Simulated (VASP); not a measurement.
# Co (P6_3/mmc) in VASP: further runs, part 2 of 2

VASP 6.6.1.

**6. Single point, PBE, collinear spin, ferromagnetic start (volume scaled by 0.97, then relaxed in part)**

Input file INCAR:

```
SYSTEM = Co
PREC = Accurate ; ENCUT = 520
EDIFF = 1E-6 ; ISMEAR = 0
SIGMA = 0.1 ; LREAL = .FALSE.
LASPH = .TRUE. ; NELM = 150
ALGO = Normal ; ISIF = 2
LWAVE = .FALSE. ; LCHARG = .FALSE.
ISPIN = 2 ; MAGMOM = 1.84 1.84
LORBIT = 11 ; LMAXMIX = 4
GGA = PE ; NBANDS = 20
```

Input file KPOINTS:

```
regular mesh
0
G
  18 18 10
  0 0 0
```

Input file POSCAR:

```
Co
1.0
    2.4673463004      0.0000000000      0.0000000000
   -1.2336731502      2.1367845761      0.0000000000
    0.0000000000      0.0000000000      3.9921332035
Co
2
Direct
    0.3333333333      0.6666666667      0.2500000000
    0.6666666667      0.3333333333      0.7500000000
```

Potentials or basis: VASP PAW PBE potentials, release 64 (Co).

Launch:

```sh
$ cat potpaw_PBE.64/Co/POTCAR > POTCAR
$ mpirun -np 1 vasp_std > vasp.out
```

OUTCAR:

```text
SYSTEM = Co
   PREC = Accurate
   ENCUT = 520
   EDIFF = 1E-6
   ISMEAR = 0
   LREAL = .FALSE.
   LASPH = .TRUE.
   NELM = 150
   ISIF = 2
   ISPIN = 2
   LORBIT = 11
   GGA = PE

 ion  position               nearest neighbor table
   1  0.333  0.667  0.250-   2 2.45   2 2.45   2 2.45   2 2.45   2 2.45   2 2.45
   2  0.667  0.333  0.750-   1 2.45   1 2.45   1 2.45   1 2.45   1 2.45   1 2.45

  LATTYP: Found a hexagonal cell.
 ALAT       =     2.4673463004
 C/A-ratio  =     1.6179865805

  Lattice vectors:

 A1 = (   2.4673463004,   0.0000000000,   0.0000000000)
 A2 = (  -1.2336731502,   2.1367845761,   0.0000000000)
 A3 = (   0.0000000000,   0.0000000000,   3.9921332035)

Analysis of symmetry for initial positions (statically):
=====================================================================
 Subroutine PRICEL returns:
 Original cell was already a primitive cell.

 Routine SETGRP: Setting up the symmetry group for a
 hexagonal supercell.

 Subroutine GETGRP returns: Found 24 space group operations
 (whereof 12 operations were pure point group operations)
 out of a pool of 24 trial point group operations.

The static configuration has the point symmetry D_3d.
 The point group associated with its full space group is D_6h.

Analysis of symmetry for dynamics (positions and initial velocities):
=====================================================================
 Subroutine PRICEL returns:
 Original cell was already a primitive cell.

 Routine SETGRP: Setting up the symmetry group for a
 hexagonal supercell.

 Subroutine GETGRP returns: Found 24 space group operations
 (whereof 12 operations were pure point group operations)
 out of a pool of 24 trial point group operations.

The dynamic configuration has the point symmetry D_3d.
 The point group associated with its full space group is D_6h.

Analysis of structural, dynamic, and magnetic symmetry:
=====================================================================
 Subroutine PRICEL returns:
 Original cell was already a primitive cell.

 Routine SETGRP: Setting up the symmetry group for a
 hexagonal supercell.

 Subroutine GETGRP returns: Found 24 space group operations
 (whereof 12 operations were pure point group operations)
 out of a pool of 24 trial point group operations.

The overall configuration has the point symmetry D_3d.
 The point group associated with its full space group is D_6h.

 Subroutine INISYM returns: Found 24 space group operations
 (whereof 12 operations are pure point group operations),
 and found     1 'primitive' translations

----------------------------------------------------------------------------------------

                                     Primitive cell

  volume of cell :      21.0473

  direct lattice vectors                    reciprocal lattice vectors
     2.467346300  0.000000000  0.000000000     0.405293736  0.233996448  0.000000000
    -1.233673150  2.136784576  0.000000000     0.000000000  0.467992895  0.000000000
     0.000000000  0.000000000  3.992133203     0.000000000  0.000000000  0.250492644

  length of vectors
     2.467346300  2.467346300  3.992133203     0.467992895  0.467992895  0.250492644

  position of ions in fractional coordinates (direct lattice)
     0.333333333  0.666666667  0.250000000
     0.666666667  0.333333333  0.750000000

  ion indices of the primitive-cell ions
   primitive index   ion index
                 1           1
                 2           2

[... 63 lines left out ...]
   ISTART =      0    job   : 0-new  1-cont  2-samecut
   ICHARG =      2    charge: 1-file 2-atom 10-const
   ISPIN  =      2    spin polarized calculation?
   LNONCOLLINEAR =      F non collinear calculations
   LSORBIT =      F    spin-orbit coupling
   LASPH  =      T    aspherical Exc in radial PAW
   ENCUT  =  520.0 eV  38.22 Ry    6.18 a.u.   4.59  4.59  7.42*2*pi/ulx,y,z
   NELM   =    150;   NELMIN=  2; NELMDL= -5     # of ELM steps
   EDIFF  = 0.1E-05   stopping-criterion for ELM
   LREAL  =      F    real-space projection
   EDIFFG = 0.1E-04   stopping-criterion for IOM
   NSW    =      0    number of steps for IOM
   IBRION =     -1    ionic relax: 0-MD 1-quasi-New 2-CG
   NFREE  =      0    steps in history (QN), initial steepest desc. (CG)
   ISIF   =      2    stress and relaxation
   ISYM   =      2    0-nonsym 1-usesym 2-fastsym
   POTIM  = 0.5000    time-step for ionic-motion
   TEBEG  =    0.0;   TEEND  =   0.0 temperature during run
   PSTRESS=    0.0 pullay stress
   NELECT =      18.0000    total number of electrons
   NUPDOWN=      -1.0000    fix difference up-down
   EMIN   =  10.00;   EMAX   =-10.00  energy-range for DOS
   EFERMI =   0.00;   METHOD = LEGACY
   ISMEAR =     0;   SIGMA  =   0.10  broadening in eV -4-tet -1-fermi 0-gaus
   EFERMI_NEDOS =   21; number of points for ismear=-14 and -15
   IALGO  =     38    algorithm
   IMIX   =      4    mixing-type and parameters
     AMIX     =   0.40;   BMIX     =  1.00
     AMIX_MAG =   1.60;   BMIX_MAG =  1.00
  volume/ion in A,a.u.               =      10.52        71.02
  Fermi-wavevector in a.u.,A,eV,Ry     =   1.553938  2.936517 32.854308  2.414724
  Thomas-Fermi vector in A             =   2.658097
   LORBIT       =     11    0 simple, 1 ext, 2 COOP (PROOUT), +10 PAW based schemes
   GGA     = PE    functional components
   LHFCALC =     F    Hartree Fock is set to
   AEXX    =    0.0000 exact exchange contribution
   IVDW    =     0    specifies the selected vdW correction
   LEPSILON=     F    determine dielectric tensor
   LRPA    =     F    only Hartree local field effects (RPA)
 spin polarized calculation
 Gauss-broadening in eV      SIGMA  =   0.10
  energy-cutoff  :      520.00
  volume of cell :       21.05
 maximum number of plane-waves:       580
   NGX =  9   NGY =  9   NGZ = 15

 number of electron      17.9999981 magnetization       3.1584643

 Free energy of the ion-electron system (eV)
  ---------------------------------------------------
  ext. energy  EPLUGINS =         0.00000000
  ---------------------------------------------------
  free energy    TOTEN  =       -14.06526213 eV

  energy without entropy =      -14.05674696  energy(sigma->0) =      -14.06100455

 E-fermi :  10.6867     XC(G=0): -13.5843

 val. band max:       10.6797042153   @ k =   0.1111   0.0556   0.2000
 cond. band min:      10.6909290348   @ k =   0.2778   0.0556   0.5000
 fundamental gap:      0.0112248195
 Fermi energy:        10.6867463673

 spin component 1

 k-point     1 :       0.0000    0.0000    0.0000
  band No.  band energies     occupation
      1       1.6092      1.00000
      2       5.4260      1.00000
      3       8.0446      1.00000
      4       8.0676      1.00000
      5       8.0676      1.00000
      6       8.3951      1.00000
[... 541 lines left out ...]
     19      33.7517      0.00000
     20      36.1537      0.00000

 [... further k-points ...]

 spin component 2

 k-point     1 :       0.0000    0.0000    0.0000
  band No.  band energies     occupation
      1       1.6039      1.00000
      2       6.3484      1.00000
      3       9.6455      1.00000
      4       9.6745      1.00000
      5       9.6745      1.00000
      6      10.0561      1.00000
[... 541 lines left out ...]
     19      34.0667      0.00000
     20      36.5074      0.00000

 [... further k-points ...]
[... 5 lines left out ...]
  --------------------------------------------------------------------------------------
  -------------------------------------------------------------------------------------
  Total        0.8334059      0.8334059      0.7989437     -0.0000000      0.0000000      0.0000000
  in kB       63.4411811     63.4411811     60.8178226     -0.0000000      0.0000000      0.0000000
  external PRESSURE =      62.5667282 kB  Pullay stress =       0.0000000 kB

 VOLUME and BASIS-vectors are now :
 -----------------------------------------------------------------------------
  energy-cutoff  :      520.00
  volume of cell :       21.05
      direct lattice vectors                 reciprocal lattice vectors
     2.467346300  0.000000000  0.000000000     0.405293736  0.233996448  0.000000000
    -1.233673150  2.136784576  0.000000000     0.000000000  0.467992895  0.000000000
     0.000000000  0.000000000  3.992133203     0.000000000  0.000000000  0.250492644

 POSITION                                       TOTAL-FORCE (eV/Angst)
 -----------------------------------------------------------------------------------
     -0.00000      1.42452      0.99803        -0.000000      0.000000      0.000000
      1.23367      0.71226      2.99410         0.000000     -0.000000      0.000000
 -----------------------------------------------------------------------------------
    total drift:                               -0.000000      0.000000     -0.000000

  FREE ENERGIE OF THE ION-ELECTRON SYSTEM (eV)
  ---------------------------------------------------
  free  energy   TOTEN  =       -14.0652621334 eV

  energy  without entropy=      -14.0567469632  energy(sigma->0) =      -14.06100455

 total charge

# of ion       s       p       d       tot
------------------------------------------
    1        0.501   0.548   7.285   8.334
    2        0.501   0.548   7.285   8.334
--------------------------------------------------
tot          1.003   1.096  14.569  16.669

 magnetization (x)

# of ion       s       p       d       tot
------------------------------------------
    1       -0.016  -0.056   1.666   1.594
    2       -0.016  -0.056   1.666   1.594
--------------------------------------------------
tot         -0.031  -0.112   3.332   3.188
```

It took 1.8 min on 1 thread of Intel Xeon Platinum 8488C (Sapphire Rapids), shared host; peak memory 0.23 GiB.

Results:

```
Free energy                                           : -14.0653 eV
Pressure                                              : 6.3 GPa
Net moment                                            : 3.16 μB per cell
Site moments                                          : Co +1.59 μB
Valence electrons inside the program's atomic spheres : Co 8.33
```

Stress tensor (GPa, compression positive):
```
6.34 0.00 0.00
0.00 6.34 0.00
0.00 0.00 6.08
```

**7. Summary**

```tsv
cell	gap on the mesh (eV)	pressure (GPa)	moment (μB)
a = 2.443, b = 2.443, c = 3.948 Å, angles 90.0, 90.0, 120.0°, 2 atoms	none	14.5	3.12
a = 2.467, b = 2.467, c = 3.992 Å, angles 90.0, 90.0, 120.0°, 2 atoms	none	6.3	3.16
a = 2.492, b = 2.492, c = 4.034 Å, angles 90.0, 90.0, 120.0°, 2 atoms	none	-0.7	3.19
a = 2.517, b = 2.517, c = 4.074 Å, angles 90.0, 90.0, 120.0°, 2 atoms	none	-6.6	3.21
```

Alike in all rows: task single point; level PBE; potentials or basis VASP PAW PBE potentials, release 64 (Co); spin collinear, ferromagnetic start; k mesh 18 × 18 × 10; cutoff (eV) 520; smearing gaussian 0.1 eV.

Total energies depend on the potentials used, so only differences within one code and one set of settings carry meaning.
